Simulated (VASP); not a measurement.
# Cr (P6/mmm) in VASP: notebook

The runs below take Cr through single point, with PBE.

Everything below comes from runs of VASP 6.6.1. Logs are shortened: lines on timing, memory, paths and dates and some standing lists are left out, and cuts for length are marked.

**1. The cell of the first run**

It takes space group P6/mmm (No. 191, hexagonal). Conventional cell: a = 4.051 Å, b = 4.051 Å, c = 2.201 Å, α = 90.00°, β = 90.00°, γ = 120.00°. Cr (site symmetry 6/mmm) has 14 Cr at 2.20 to 2.58 Å within 2.9 Å. Cr (site symmetry -6m2) has 11 Cr at 2.20 to 2.58 Å within 2.9 Å.

This isn't the form of Cr at room conditions, which is bcc.

**2. Single point, PBE, collinear spin, ferromagnetic start (10.43 Å³/atom)**

INCAR

```
SYSTEM = Cr
  PREC = Accurate
  ENCUT = 520
  EDIFF = 1E-6
  ISMEAR = -1
  SIGMA = 0.1
  LREAL = .False.
  LASPH = .True.
  NELM = 150
  ALGO = Normal
  ISIF = 2
  LWAVE = .False.
  LCHARG = .False.
  ISPIN = 2
  MAGMOM = 2 2 2
  LORBIT = 11
  LMAXMIX = 4
  GGA = PE
  NBANDS = 29
```

KPOINTS

```
regular mesh
0
Gamma
  10 10 14
  0 0 0
```

POSCAR

```
Cr
1.0
    4.0511454749      0.0000000000      0.0000000000
   -2.0255727374      3.5083948956      0.0000000000
    0.0000000000      0.0000000000      2.2013858326
Cr
3
Direct
    0.0000000000      0.0000000000      0.0000000000
    0.3333333333      0.6666666667      0.5000000000
    0.6666666667      0.3333333333      0.5000000000
```

Potentials or basis: VASP PAW PBE potentials, release 64 (Cr_pv).

Started as:

```bash
$ cat potpaw_PBE.64/Cr_pv/POTCAR > POTCAR
$ mpirun -np 1 vasp_std > vasp.out
```

OUTCAR:

```text
SYSTEM = Cr
   PREC = Accurate
   ENCUT = 520
   EDIFF = 1E-6
   ISMEAR = -1
   LREAL = .False.
   LASPH = .True.
   NELM = 150
   ISIF = 2
   ISPIN = 2
   LORBIT = 11
   GGA = PE

 ion  position               nearest neighbor table
   1  0.000  0.000  0.000-   2 2.58   3 2.58   2 2.58   3 2.58   2 2.58   2 2.58   3 2.58   3 2.58
                             3 2.58   3 2.58   2 2.58   2 2.58
   2  0.333  0.667  0.500-   3 2.34   3 2.34   3 2.34   1 2.58   1 2.58   1 2.58   1 2.58   1 2.58
                             1 2.58
   3  0.667  0.333  0.500-   2 2.34   2 2.34   2 2.34   1 2.58   1 2.58   1 2.58   1 2.58   1 2.58
                             1 2.58

  LATTYP: Found a hexagonal cell.
 ALAT       =     4.0511454749
 C/A-ratio  =     0.5433983663

  Lattice vectors:

 A1 = (   4.0511454749,   0.0000000000,   0.0000000000)
 A2 = (  -2.0255727374,   3.5083948956,   0.0000000000)
 A3 = (   0.0000000000,   0.0000000000,   2.2013858326)

Analysis of symmetry for initial positions (statically):
=====================================================================
 Subroutine PRICEL returns:
 Original cell was already a primitive cell.

 Routine SETGRP: Setting up the symmetry group for a
 hexagonal supercell.

 Subroutine GETGRP returns: Found 24 space group operations
 (whereof 24 operations were pure point group operations)
 out of a pool of 24 trial point group operations.

The static configuration has the point symmetry D_6h.

Analysis of symmetry for dynamics (positions and initial velocities):
=====================================================================
 Subroutine PRICEL returns:
 Original cell was already a primitive cell.

 Routine SETGRP: Setting up the symmetry group for a
 hexagonal supercell.

 Subroutine GETGRP returns: Found 24 space group operations
 (whereof 24 operations were pure point group operations)
 out of a pool of 24 trial point group operations.

The dynamic configuration has the point symmetry D_6h.

Analysis of structural, dynamic, and magnetic symmetry:
=====================================================================
 Subroutine PRICEL returns:
 Original cell was already a primitive cell.

 Routine SETGRP: Setting up the symmetry group for a
 hexagonal supercell.

 Subroutine GETGRP returns: Found 24 space group operations
 (whereof 24 operations were pure point group operations)
 out of a pool of 24 trial point group operations.

The overall configuration has the point symmetry D_6h.

 Subroutine INISYM returns: Found 24 space group operations
 (whereof 24 operations are pure point group operations),
 and found     1 'primitive' translations

----------------------------------------------------------------------------------------

                                     Primitive cell

  volume of cell :      31.2883

  direct lattice vectors                    reciprocal lattice vectors
     4.051145475  0.000000000  0.000000000     0.246843765  0.142515314  0.000000000
    -2.025572737  3.508394896  0.000000000     0.000000000  0.285030628  0.000000000
     0.000000000  0.000000000  2.201385833     0.000000000  0.000000000  0.454259306

  length of vectors
     4.051145475  4.051145475  2.201385833     0.285030628  0.285030628  0.454259306

  position of ions in fractional coordinates (direct lattice)
     0.000000000  0.000000000  0.000000000
     0.333333333  0.666666667  0.500000000
     0.666666667  0.333333333  0.500000000

  ion indices of the primitive-cell ions
   primitive index   ion index
                 1           1
                 2           2
                 3           3

----------------------------------------------------------------------------------------

 KPOINTS: regular mesh

Automatic generation of k-mesh.
 Grid dimensions read from file:
 generate k-points for:   10   10   14

 Generating k-lattice:

  Cartesian coordinates                     Fractional coordinates (reciprocal lattice)
     0.024684376  0.014251531  0.000000000     0.100000000  0.000000000  0.000000000
     0.000000000  0.028503063  0.000000000     0.000000000  0.100000000  0.000000000
     0.000000000  0.000000000  0.032447093     0.000000000  0.000000000  0.071428571

  Length of vectors
     0.028503063  0.028503063  0.032447093

  Shift w.r.t. Gamma in fractional coordinates (k-lattice)
     0.000000000  0.000000000  0.000000000

 Subroutine IBZKPT returns following result:
 ===========================================

 Found    112 irreducible k-points:

 Following reciprocal coordinates:
            Coordinates               Weight
  0.000000  0.000000  0.000000      1.000000
  0.100000  0.000000  0.000000      6.000000
  0.200000  0.000000  0.000000      6.000000
  0.300000  0.000000  0.000000      6.000000
  0.400000  0.000000  0.000000      6.000000
  0.500000  0.000000  0.000000      3.000000
[... 16 lines left out ...]
  0.300000  0.100000  0.071429     24.000000
  0.400000  0.100000  0.071429     24.000000
 [... further k-points ...]
   k-points           NKPTS =    112   k-points in BZ     NKDIM =    112   number of bands    NBANDS=     29
   number of dos      NEDOS =    301   number of ions     NIONS =      3
   total plane-waves  NPLWV =  14400
   dimension x,y,z NGX =    30 NGY =   30 NGZ =   16
   dimension x,y,z NGXF=    60 NGYF=   60 NGZF=   32
   ions per type =               3
   NGX,Y,Z   is equivalent  to a cutoff of  12.31, 12.31, 12.08 a.u.
   NGXF,Y,Z  is equivalent  to a cutoff of  24.62, 24.62, 24.17 a.u.
 SYSTEM =  Cr
   PREC   = accura    normal or accurate (medium, high low for compatibility)
   ISTART =      0    job   : 0-new  1-cont  2-samecut
   ICHARG =      2    charge: 1-file 2-atom 10-const
   ISPIN  =      2    spin polarized calculation?
   LNONCOLLINEAR =      F non collinear calculations
   LSORBIT =      F    spin-orbit coupling
   LASPH  =      T    aspherical Exc in radial PAW
   ENCUT  =  520.0 eV  38.22 Ry    6.18 a.u.   7.53  7.53  4.09*2*pi/ulx,y,z
   NELM   =    150;   NELMIN=  2; NELMDL= -5     # of ELM steps
   EDIFF  = 0.1E-05   stopping-criterion for ELM
   LREAL  =      F    real-space projection
   EDIFFG = 0.1E-04   stopping-criterion for IOM
   NSW    =      0    number of steps for IOM
   IBRION =     -1    ionic relax: 0-MD 1-quasi-New 2-CG
   NFREE  =      0    steps in history (QN), initial steepest desc. (CG)
   ISIF   =      2    stress and relaxation
   ISYM   =      2    0-nonsym 1-usesym 2-fastsym
   POTIM  = 0.5000    time-step for ionic-motion
   TEBEG  =    0.0;   TEEND  =   0.0 temperature during run
   PSTRESS=    0.0 pullay stress
   NELECT =      36.0000    total number of electrons
   NUPDOWN=      -1.0000    fix difference up-down
   EMIN   =  10.00;   EMAX   =-10.00  energy-range for DOS
   EFERMI =   0.00;   METHOD = LEGACY
   ISMEAR =    -1;   SIGMA  =   0.10  broadening in eV -4-tet -1-fermi 0-gaus
   EFERMI_NEDOS =   21; number of points for ismear=-14 and -15
   IALGO  =     38    algorithm
   IMIX   =      4    mixing-type and parameters
     AMIX     =   0.40;   BMIX     =  1.00
     AMIX_MAG =   1.60;   BMIX_MAG =  1.00
  volume/ion in A,a.u.               =      10.43        70.38
  Fermi-wavevector in a.u.,A,eV,Ry     =   1.715464  3.241756 40.039433  2.942815
  Thomas-Fermi vector in A             =   2.792831
   LORBIT       =     11    0 simple, 1 ext, 2 COOP (PROOUT), +10 PAW based schemes
   GGA     = PE    functional components
   LHFCALC =     F    Hartree Fock is set to
   AEXX    =    0.0000 exact exchange contribution
   IVDW    =     0    specifies the selected vdW correction
   LEPSILON=     F    determine dielectric tensor
   LRPA    =     F    only Hartree local field effects (RPA)
 spin polarized calculation
  energy-cutoff  :      520.00
  volume of cell :       31.29
 maximum number of plane-waves:       856
   NGX = 15   NGY = 15   NGZ =  9

 number of electron      36.0000013 magnetization      -0.0054134

 number of electron      36.0000013 magnetization       0.0012672

 Free energy of the ion-electron system (eV)
  ---------------------------------------------------
  ext. energy  EPLUGINS =         0.00000000
  ---------------------------------------------------
  free energy    TOTEN  =       -27.13895297 eV

  energy without entropy =      -27.00259141  energy(sigma->0) =      -27.07077219

 E-fermi :  12.4338     XC(G=0): -14.2433

 val. band max:       12.4257708257   @ k =   0.1000   0.1000   0.4286
 cond. band min:      12.4373432027   @ k =   0.1000   0.1000   0.5000
 fundamental gap:      0.0115723770
 Fermi energy:        12.4338115642

 spin component 1

 k-point     1 :       0.0000    0.0000    0.0000
  band No.  band energies     occupation
      1     -30.8229      1.00000
      2     -30.8229      1.00000
      3     -30.7428      1.00000
      4     -30.7428      1.00000
      5     -29.9772      1.00000
      6     -29.9772      1.00000
[... 21 lines left out ...]
     28      19.9972      0.00000
     29      21.1722      0.00000

 k-point     2 :       0.1000    0.0000    0.0000
  band No.  band energies     occupation
      1     -30.9004      1.00000
      2     -30.8825      1.00000
      3     -30.6586      1.00000
      4     -30.6481      1.00000
      5     -30.0138      1.00000
      6     -29.9833      1.00000
[... 21 lines left out ...]
     28      19.7863      0.00000
     29      19.9980      0.00000

 k-point     3 :       0.2000    0.0000    0.0000
  band No.  band energies     occupation
      1     -30.9932      1.00000
      2     -30.9178      1.00000
      3     -30.5464      1.00000
      4     -30.5162      1.00000
      5     -30.1140      1.00000
      6     -30.0010      1.00000
[... 638 lines left out ...]
      5     -30.2574      1.00000
      6     -30.0340      1.00000
[... 21 lines left out ...]
     28      19.7857      0.00000
     29      19.9956      0.00000

 k-point    24 :       0.4000    0.1000    0.0714
  band No.  band energies     occupation
      1     -31.0810      1.00000
      2     -30.7549      1.00000
      3     -30.6054      1.00000
      4     -30.3160      1.00000
      5     -30.2281      1.00000
      6     -30.0541      1.00000
[... 21 lines left out ...]
     28      19.7890      0.00000
     29      19.9969      0.00000

 [... further k-points ...]

 spin component 2

 k-point     1 :       0.0000    0.0000    0.0000
  band No.  band energies     occupation
      1     -30.8220      1.00000
      2     -30.8220      1.00000
      3     -30.7429      1.00000
      4     -30.7429      1.00000
      5     -29.9766      1.00000
      6     -29.9766      1.00000
[... 21 lines left out ...]
     28      19.9990      0.00000
     29      21.1724      0.00000

 k-point     2 :       0.1000    0.0000    0.0000
  band No.  band energies     occupation
      1     -30.8998      1.00000
      2     -30.8819      1.00000
      3     -30.6584      1.00000
      4     -30.6479      1.00000
      5     -30.0131      1.00000
      6     -29.9826      1.00000
[... 21 lines left out ...]
     28      19.8041      0.00000
     29      19.9969      0.00000

 k-point     3 :       0.2000    0.0000    0.0000
  band No.  band energies     occupation
      1     -30.9926      1.00000
      2     -30.9173      1.00000
      3     -30.5461      1.00000
      4     -30.5159      1.00000
      5     -30.1132      1.00000
      6     -30.0003      1.00000
[... 638 lines left out ...]
      5     -30.2566      1.00000
      6     -30.0332      1.00000
[... 21 lines left out ...]
     28      19.7893      0.00000
     29      19.9993      0.00000

 k-point    24 :       0.4000    0.1000    0.0714
  band No.  band energies     occupation
      1     -31.0805      1.00000
      2     -30.7544      1.00000
      3     -30.6052      1.00000
      4     -30.3159      1.00000
      5     -30.2275      1.00000
      6     -30.0531      1.00000
[... 21 lines left out ...]
     28      19.7855      0.00000
     29      19.9993      0.00000

 [... further k-points ...]

------------------------ aborting loop because EDIFF is reached ----------------------------------------

  FORCE on cell =-STRESS in cart. coord.  units (eV):
  Direction    XX          YY          ZZ          XY          YZ          ZX
  --------------------------------------------------------------------------------------
  -------------------------------------------------------------------------------------
  Total        7.5945788      7.5945788      7.6741777      0.0000000      0.0000000      0.0000000
  in kB      388.8944989    388.8944988    392.9705075      0.0000000      0.0000000      0.0000000
  external PRESSURE =     390.2531684 kB  Pullay stress =       0.0000000 kB

 VOLUME and BASIS-vectors are now :
 -----------------------------------------------------------------------------
  energy-cutoff  :      520.00
  volume of cell :       31.29
      direct lattice vectors                 reciprocal lattice vectors
     4.051145475  0.000000000  0.000000000     0.246843765  0.142515314  0.000000000
    -2.025572737  3.508394896  0.000000000     0.000000000  0.285030628  0.000000000
     0.000000000  0.000000000  2.201385833     0.000000000  0.000000000  0.454259306

 POSITION                                       TOTAL-FORCE (eV/Angst)
 -----------------------------------------------------------------------------------
      0.00000      0.00000      0.00000         0.000000      0.000000      0.000000
     -0.00000      2.33893      1.10069         0.000000      0.000000     -0.000000
      2.02557      1.16946      1.10069        -0.000000     -0.000000      0.000000
 -----------------------------------------------------------------------------------
    total drift:                               -0.000000      0.000000      0.000000

  FREE ENERGIE OF THE ION-ELECTRON SYSTEM (eV)
  ---------------------------------------------------
  free  energy   TOTEN  =       -27.1389529748 eV

  energy  without entropy=      -27.0025914061  energy(sigma->0) =      -27.07077219

 total charge

# of ion       s       p       d       tot
------------------------------------------
    1        0.470   6.463   4.368  11.301
    2        0.483   6.439   4.453  11.374
    3        0.483   6.439   4.453  11.374
--------------------------------------------------
tot          1.435  19.340  13.273  34.049

 magnetization (x)

# of ion       s       p       d       tot
------------------------------------------
    1       -0.000  -0.000  -0.000  -0.000
    2        0.000   0.000   0.001   0.001
    3        0.000   0.000   0.001   0.001
--------------------------------------------------
tot          0.000   0.000   0.001   0.001
```

Run time: 78 s. Hardware: 1 thread of Intel Xeon 6975P-C (Granite Rapids), shared host; peak memory 0.24 GiB.

What came out:

- Free energy: -27.1390 eV
- Pressure: 39.0 GPa
- Band gap on the k mesh: zero (filled and empty bands overlap)
- Net moment: 0.00 μB per cell
- Valence electrons inside the program's atomic spheres: Cr 11.30, 11.37 (each value once)

Levels at points of the mesh, in eV from the Fermi level:
Spin up:
```
           k point  band 15  band 16  band 17  band 18  band 19  band 20  band 21  band 22
(0.00, 0.00, 0.00)    -2.35    -2.35    -2.10    -0.42    -0.42     1.47     1.47     1.54
(0.50, 0.00, 0.00)    -2.38    -2.05    -1.96     0.73     0.78     1.62     1.64     1.71
(0.00, 0.00, 0.50)    -1.74    -1.08    -1.08     0.08     0.08     1.84     1.84     2.31
(0.50, 0.00, 0.50)    -1.73    -1.56    -0.21    -0.17     1.01     1.18     1.81     1.82
```
Spin down:
| k point | band 14 | band 15 | band 16 | band 17 | band 18 | band 19 | band 20 | band 21 | band 22 | band 23 |
| --- | --- | --- | --- | --- | --- | --- | --- | --- | --- | --- |
| (0.00, 0.00, 0.00) | -2.41 | -2.35 | -2.35 | -2.10 | -0.42 | -0.42 | 1.47 | 1.47 | 1.54 | 1.54 |
| (0.50, 0.00, 0.00) | -2.81 | -2.38 | -2.05 | -1.96 | 0.73 | 0.78 | 1.62 | 1.64 | 1.71 | 2.08 |
| (0.00, 0.00, 0.50) | -2.65 | -1.74 | -1.08 | -1.08 | 0.08 | 0.08 | 1.84 | 1.84 | 2.32 | 2.32 |
| (0.50, 0.00, 0.50) | -2.24 | -1.73 | -1.56 | -0.21 | -0.17 | 1.01 | 1.18 | 1.81 | 1.82 | 2.94 |

Caveat: the cell stands under pressure; the moments typed at the start vanished in this run.

(Continued in part 2 of 2.)
